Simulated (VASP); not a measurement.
# HfB (Fm-3m) in VASP: further runs

The runs below take HfB through single point, relaxation of cell and atoms, with revPBE+D4.

Program: VASP 6.6.1. These are calculated values, not measurements. Logs are shortened: lines on timing, memory, paths and dates and some standing lists are left out, and cuts for length are marked.

## (1) The cell of the first run

The structure is cubic, space group Fm-3m (No. 225). Conventional cell: a = 4.820 Å, b = 4.820 Å, c = 4.820 Å, α = 90.00°, β = 90.00°, γ = 90.00°. Within 3.2 Å of Hf (site symmetry m-3m) lie 6 B at 2.41 Å. Within 3.2 Å of B (site symmetry m-3m) lie 6 Hf at 2.41 Å.

## (2) Single point, revPBE+D4, collinear spin, ferromagnetic start

Contents of INCAR:

```
ALGO     = Normal         # electronic algorithm
EDIFF    = 1E-6           # SCF threshold, eV
ENCUT    = 520            # plane-wave cutoff, eV
GGA      = RE             # functional
ISIF     = 2              # what is computed and relaxed
ISMEAR   = -1             # smearing method
ISPIN    = 2              # spin polarisation
IVDW     = 13             # dispersion correction
LASPH    = True           # aspherical terms in the spheres
LCHARG   = True           # write CHGCAR
LELF     = True           # ELF
LMAXMIX  = 4              # l up to which the mixer works
LORBIT   = 11             # projections on sites
LREAL    = False          # projectors in reciprocal space
LVHAR    = True         
LWAVE    = False          # write WAVECAR
MAGMOM   = 1 0            # initial moments
NBANDS   = 18             # bands
NELM     = 150            # most SCF steps
NUPDOWN  = 1.0            # fixed moment
PREC     = Accurate       # precision mode
SIGMA    = 0.1            # smearing width, eV
```

Contents of KPOINTS:

```
k-points
0
Gamma
  10 10 10
```

Contents of POSCAR:

```
HfB
1.0
    0.0000000000      2.4099795359      2.4099795359
    2.4099795359      0.0000000000      2.4099795359
    2.4099795359      2.4099795359      0.0000000000
Hf B
1 1
Direct
    0.5000000000      0.5000000000      0.5000000000
    0.0000000000      0.0000000000      0.0000000000
```

Potentials or basis: VASP PAW PBE potentials, release 64 (Hf_pv, B).

Run with:

```sh
> cat potpaw_PBE.64/Hf_pv/POTCAR potpaw_PBE.64/B/POTCAR > POTCAR
> mpirun -np 1 vasp_std > vasp.out
```

OUTCAR:

```text
EDIFF = 1E-6
   ENCUT = 520
   GGA = RE
   ISIF = 2
   ISMEAR = -1
   ISPIN = 2
   IVDW = 13
   LASPH = True
   LORBIT = 11
   LREAL = False
   NELM = 150
   NUPDOWN = 1.0
   PREC = Accurate

 ion  position               nearest neighbor table
   1  0.500  0.500  0.500-   2 2.41   2 2.41   2 2.41   2 2.41   2 2.41   2 2.41
   2  0.000  0.000  0.000-   1 2.41   1 2.41   1 2.41   1 2.41   1 2.41   1 2.41

  LATTYP: Found a face centered cubic cell.
 ALAT       =     4.8199590718

  Lattice vectors:

 A1 = (   0.0000000000,   2.4099795359,   2.4099795359)
 A2 = (   2.4099795359,   0.0000000000,   2.4099795359)
 A3 = (   2.4099795359,   2.4099795359,   0.0000000000)

Analysis of symmetry for initial positions (statically):
=====================================================================
 Subroutine PRICEL returns:
 Original cell was already a primitive cell.

 Routine SETGRP: Setting up the symmetry group for a
 face centered cubic supercell.

 Subroutine GETGRP returns: Found 48 space group operations
 (whereof 48 operations were pure point group operations)
 out of a pool of 48 trial point group operations.

The static configuration has the point symmetry O_h .

Analysis of symmetry for dynamics (positions and initial velocities):
=====================================================================
 Subroutine PRICEL returns:
 Original cell was already a primitive cell.

 Routine SETGRP: Setting up the symmetry group for a
 face centered cubic supercell.

 Subroutine GETGRP returns: Found 48 space group operations
 (whereof 48 operations were pure point group operations)
 out of a pool of 48 trial point group operations.

The dynamic configuration has the point symmetry O_h .

Analysis of structural, dynamic, and magnetic symmetry:
=====================================================================
 Subroutine PRICEL returns:
 Original cell was already a primitive cell.

 Routine SETGRP: Setting up the symmetry group for a
 face centered cubic supercell.

 Subroutine GETGRP returns: Found 48 space group operations
 (whereof 48 operations were pure point group operations)
 out of a pool of 48 trial point group operations.

The overall configuration has the point symmetry O_h .

 Subroutine INISYM returns: Found 48 space group operations
 (whereof 48 operations are pure point group operations),
 and found     1 'primitive' translations

----------------------------------------------------------------------------------------

                                     Primitive cell

  volume of cell :      27.9943

  direct lattice vectors                    reciprocal lattice vectors
     0.000000000  2.409979536  2.409979536    -0.207470641  0.207470641  0.207470641
     2.409979536  0.000000000  2.409979536     0.207470641 -0.207470641  0.207470641
     2.409979536  2.409979536  0.000000000     0.207470641  0.207470641 -0.207470641

  length of vectors
     3.408225745  3.408225745  3.408225745     0.359349692  0.359349692  0.359349692

  position of ions in fractional coordinates (direct lattice)
     0.500000000  0.500000000  0.500000000
     0.000000000  0.000000000  0.000000000

  ion indices of the primitive-cell ions
   primitive index   ion index
                 1           1
                 2           2

----------------------------------------------------------------------------------------

 KPOINTS: k-points

Automatic generation of k-mesh.
 Grid dimensions read from file:
 generate k-points for:   10   10   10

 Generating k-lattice:

  Cartesian coordinates                     Fractional coordinates (reciprocal lattice)
    -0.020747064  0.020747064  0.020747064     0.100000000  0.000000000  0.000000000
     0.020747064 -0.020747064  0.020747064     0.000000000  0.100000000  0.000000000
     0.020747064  0.020747064 -0.020747064     0.000000000  0.000000000  0.100000000

  Length of vectors
     0.035934969  0.035934969  0.035934969

  Shift w.r.t. Gamma in fractional coordinates (k-lattice)
     0.000000000  0.000000000  0.000000000

 Subroutine IBZKPT returns following result:
 ===========================================

 Found     47 irreducible k-points:

 Following reciprocal coordinates:
            Coordinates               Weight
  0.000000  0.000000  0.000000      1.000000
  0.100000  0.000000  0.000000      8.000000
  0.200000  0.000000  0.000000      8.000000
  0.300000  0.000000  0.000000      8.000000
  0.400000  0.000000  0.000000      8.000000
  0.500000  0.000000  0.000000      4.000000
[... 16 lines left out ...]
  0.300000  0.300000  0.000000      6.000000
  0.400000  0.300000  0.000000     24.000000
 [... further k-points ...]
   k-points           NKPTS =     47   k-points in BZ     NKDIM =     47   number of bands    NBANDS=     18
   number of dos      NEDOS =    301   number of ions     NIONS =      2
   total plane-waves  NPLWV =  21952
   dimension x,y,z NGX =    28 NGY =   28 NGZ =   28
   dimension x,y,z NGXF=    56 NGYF=   56 NGZF=   56
   ions per type =               1   1
   NGX,Y,Z   is equivalent  to a cutoff of  13.66, 13.66, 13.66 a.u.
   NGXF,Y,Z  is equivalent  to a cutoff of  27.32, 27.32, 27.32 a.u.
 SYSTEM =  unknown system
   PREC   = accura    normal or accurate (medium, high low for compatibility)
   ISTART =      0    job   : 0-new  1-cont  2-samecut
   ICHARG =      2    charge: 1-file 2-atom 10-const
   ISPIN  =      2    spin polarized calculation?
   LNONCOLLINEAR =      F non collinear calculations
   LSORBIT =      F    spin-orbit coupling
   LASPH  =      T    aspherical Exc in radial PAW
   ENCUT  =  520.0 eV  38.22 Ry    6.18 a.u.   6.34  6.34  6.34*2*pi/ulx,y,z
   NELM   =    150;   NELMIN=  2; NELMDL= -5     # of ELM steps
   EDIFF  = 0.1E-05   stopping-criterion for ELM
   LREAL  =      F    real-space projection
   EDIFFG = 0.1E-04   stopping-criterion for IOM
   NSW    =      0    number of steps for IOM
   IBRION =     -1    ionic relax: 0-MD 1-quasi-New 2-CG
   NFREE  =      0    steps in history (QN), initial steepest desc. (CG)
   ISIF   =      2    stress and relaxation
   ISYM   =      2    0-nonsym 1-usesym 2-fastsym
   POTIM  = 0.5000    time-step for ionic-motion
   TEBEG  =    0.0;   TEEND  =   0.0 temperature during run
   PSTRESS=    0.0 pullay stress
   NELECT =      13.0000    total number of electrons
   NUPDOWN=       1.0000    fix difference up-down
   EMIN   =  10.00;   EMAX   =-10.00  energy-range for DOS
   EFERMI =   0.00;   METHOD = LEGACY
   ISMEAR =    -1;   SIGMA  =   0.10  broadening in eV -4-tet -1-fermi 0-gaus
   EFERMI_NEDOS =   21; number of points for ismear=-14 and -15
   IALGO  =     38    algorithm
   IMIX   =      4    mixing-type and parameters
     AMIX     =   0.40;   BMIX     =  1.00
     AMIX_MAG =   1.60;   BMIX_MAG =  1.00
  volume/ion in A,a.u.               =      14.00        94.46
  Fermi-wavevector in a.u.,A,eV,Ry     =   1.267747  2.395694 21.867045  1.607182
  Thomas-Fermi vector in A             =   2.400879
   LORBIT       =     11    0 simple, 1 ext, 2 COOP (PROOUT), +10 PAW based schemes
   GGA     = RE    functional components
   LHFCALC =     F    Hartree Fock is set to
   AEXX    =    0.0000 exact exchange contribution
   IVDW    =    13    specifies the selected vdW correction
   LEPSILON=     F    determine dielectric tensor
   LRPA    =     F    only Hartree local field effects (RPA)
 spin polarized calculation
  energy-cutoff  :      520.00
  volume of cell :       27.99
 maximum number of plane-waves:       764
 NGX is ok and might be reduce to    28
   NGX = 13   NGY = 13   NGZ = 13

 number of electron      13.0000000 magnetization       1.0000000

 Free energy of the ion-electron system (eV)
  ---------------------------------------------------
  ext. energy  EPLUGINS =         0.00000000
  ---------------------------------------------------
  free energy    TOTEN  =       -16.54130623 eV

  energy without entropy =      -16.49847495  energy(sigma->0) =      -16.51989059

 E-fermi :   4.1500     XC(G=0): -11.6630

 val. band max:        5.5737924491   @ k =   0.3000   0.3000   0.0000
 cond. band min:       4.1599595686   @ k =  -0.3000   0.3000   0.1000
 fundamental gap:     -1.4138328804
 Fermi energy:         5.8538431754

 spin component 1

 k-point     1 :       0.0000    0.0000    0.0000
  band No.  band energies     occupation
      1     -24.6854      1.00000
      2     -24.6854      1.00000
      3     -24.6854      1.00000
      4      -5.0505      1.00000
      5       6.3190      0.00946
      6       6.3190      0.00946
[... 10 lines left out ...]
     17      27.1218      0.00000
     18      27.1218      0.00000
[... 463 lines left out ...]
 k-point    24 :       0.4000    0.3000    0.0000
  band No.  band energies     occupation
      1     -25.0245      1.00000
      2     -24.8246      1.00000
      3     -24.8107      1.00000
      4      -2.3934      1.00000
      5       2.0174      1.00000
      6       3.6374      1.00000
[... 10 lines left out ...]
     17      20.9141      0.00000
     18      23.1622      0.00000

 [... further k-points ...]

 spin component 2

 k-point     1 :       0.0000    0.0000    0.0000
  band No.  band energies     occupation
      1     -24.5103      1.00000
      2     -24.5103      1.00000
      3     -24.5103      1.00000
      4      -4.4394      1.00000
      5       6.6549      0.00000
      6       6.6549      0.00000
[... 10 lines left out ...]
     17      27.5159      0.00000
     18      27.5159      0.00000
[... 463 lines left out ...]
 k-point    24 :       0.4000    0.3000    0.0000
  band No.  band energies     occupation
      1     -24.8404      1.00000
      2     -24.6457      1.00000
      3     -24.6321      1.00000
      4      -1.7102      1.00000
      5       2.5984      1.00000
      6       4.0090      0.80373
[... 10 lines left out ...]
     17      21.3644      0.00000
     18      23.5087      0.00000

 [... further k-points ...]

------------------------ aborting loop because EDIFF is reached ----------------------------------------

  DFT-D4 for vdW energy calculation

  Edisp (eV):   -0.91019

  FORCE on cell =-STRESS in cart. coord.  units (eV):
  Direction    XX          YY          ZZ          XY          YZ          ZX
  --------------------------------------------------------------------------------------
  -------------------------------------------------------------------------------------
  Total      -0.01263    -0.01263    -0.01263     0.00000     0.00000    -0.00000
  in kB      -0.72282    -0.72282    -0.72282     0.00000     0.00000    -0.00000
  external pressure =       -0.72 kB  Pullay stress =        0.00 kB

 VOLUME and BASIS-vectors are now :
 -----------------------------------------------------------------------------
  energy-cutoff  :      520.00
  volume of cell :       27.99
      direct lattice vectors                 reciprocal lattice vectors
     0.000000000  2.409979536  2.409979536    -0.207470641  0.207470641  0.207470641
     2.409979536  0.000000000  2.409979536     0.207470641 -0.207470641  0.207470641
     2.409979536  2.409979536  0.000000000     0.207470641  0.207470641 -0.207470641

 POSITION                                       TOTAL-FORCE (eV/Angst)
 -----------------------------------------------------------------------------------
      2.40998      2.40998      2.40998        -0.000000      0.000000      0.000000
      0.00000      0.00000      0.00000         0.000000     -0.000000     -0.000000
 -----------------------------------------------------------------------------------
    total drift:                                0.000000      0.000000      0.000000

  FREE ENERGIE OF THE ION-ELECTRON SYSTEM (eV)
  ---------------------------------------------------
  free  energy   TOTEN  =       -17.4514935589 eV

  energy  without entropy=      -17.4086622714  energy(sigma->0) =      -17.43007792

 total charge

# of ion       s       p       d       tot
------------------------------------------
    1        0.322   6.545   1.637   8.504
    2        0.767   1.075   0.000   1.841
--------------------------------------------------
tot          1.088   7.620   1.637  10.345

 magnetization (x)

# of ion       s       p       d       tot
------------------------------------------
    1        0.005   0.069   0.312   0.385
    2        0.016   0.288   0.000   0.304
--------------------------------------------------
tot          0.021   0.356   0.312   0.689
```

Run time: 83 s. Hardware: 1 thread of AMD EPYC 7R13, shared host; peak memory 0.17 GiB.

Results:

```yaml
Free_energy: -17.4515 eV
Pressure: -0.1 GPa
Net_moment: 1.00 μB per cell
Site_moments: Hf +0.39; B +0.30 μB
Valence_electrons_inside_the_program's_atomic_spheres: Hf 8.50; B 1.84
Dispersion_energy_per_atom: -0.455 eV
```

Caveat: the PAW data sets were made with another functional, which shifts forces and pressure a little; spin-orbit coupling is left out, which moves the levels of the heavy elements; the total moment is fixed, so each spin has its own Fermi level.

## (3) Relaxation of cell and atoms, revPBE+D4, collinear spin, ferromagnetic start

This run uses another cell than the first one, of 12.33 Å³/atom, 0.881 times its volume.

Contents of INCAR:

```
ALGO     = Normal         # electronic algorithm
EDIFF    = 1E-6           # SCF threshold, eV
EDIFFG   = -0.01          # ionic threshold
ENCUT    = 600            # plane-wave cutoff, eV
GGA      = RE             # functional
IBRION   = 2              # ionic algorithm
ISIF     = 3              # what is computed and relaxed
ISMEAR   = -1             # smearing method
ISPIN    = 2              # spin polarisation
IVDW     = 13             # dispersion correction
LASPH    = T              # aspherical terms in the spheres
LCHARG   = F              # write CHGCAR
LMAXMIX  = 4              # l up to which the mixer works
LORBIT   = 11             # projections on sites
LREAL    = F              # projectors in reciprocal space
LWAVE    = F              # write WAVECAR
MAGMOM   = 1 0            # initial moments
NELM     = 150            # most SCF steps
NSW      = 80             # ionic steps
NUPDOWN  = 1.0            # fixed moment
PREC     = Accurate       # precision mode
SIGMA    = 0.1            # smearing width, eV
```

KPOINTS is that of step 2.

Contents of POSCAR:

```
HfB
1.0
    0.0000000000      2.3100000000      2.3100000000
    2.3100000000      0.0000000000      2.3100000000
    2.3100000000      2.3100000000      0.0000000000
Hf B
1 1
Direct
    0.5000000000      0.5000000000      0.5000000000
    0.0000000000      0.0000000000      0.0000000000
```

Potentials or basis: VASP PAW PBE potentials, release 64 (Hf_pv, B).

Run with:

```sh
> cat potpaw_PBE.64/Hf_pv/POTCAR potpaw_PBE.64/B/POTCAR > POTCAR
> mpirun -np 1 vasp_std > vasp.out
```

It took 3.3 min on 1 thread of AMD EPYC 7R13, shared host; peak memory 0.17 GiB.

Results (log left out):

- Free energy: -17.4517 eV
- Relaxed volume: 14.00 Å³/atom
- Relaxed cell: a = 3.408 Å, b = 3.408 Å, c = 3.408 Å, α = 60.00°, β = 60.00°, γ = 60.00°
- Space group after relaxing (to 0.05 Å): Fm-3m (No. 225)
- Energy gained by relaxing: 131.9 meV/atom
- Ionic steps: 4
- Pressure after relaxing: -0.1 GPa
- Net moment: 1.00 μB per cell
- Site moments: Hf +0.39; B +0.30 μB
- Valence electrons inside the program's atomic spheres: Hf 8.50; B 1.84
- Dispersion energy per atom: -0.455 eV

The path:
```tsv
step	energy change (eV)	largest force (eV/Å)	pressure (GPa)	volume (Å³)
1	0.0000	0.0000	28.10	24.65
2	0.1332	0.0000	-21.17	33.20
3	-0.2634	0.0000	-0.84	28.12
4	-0.2638	0.0000	-0.08	28.00
```

Final structure:
```
Hf B
1.0
     0.00000    2.41016    2.41016
     2.41016    0.00000    2.41016
     2.41016    2.41016    0.00000
Hf B
1 1
Direct
  0.50000 0.50000 0.50000
  0.00000 0.00000 0.00000
```

Caveat: the PAW data sets were made with another functional, which shifts forces and pressure a little; spin-orbit coupling is left out, which moves the levels of the heavy elements; the volume moved by +14 % from the deposited cell, more than functionals usually miss; the total moment is fixed, so each spin has its own Fermi level. Zero-point motion and thermal expansion aren't in these numbers.
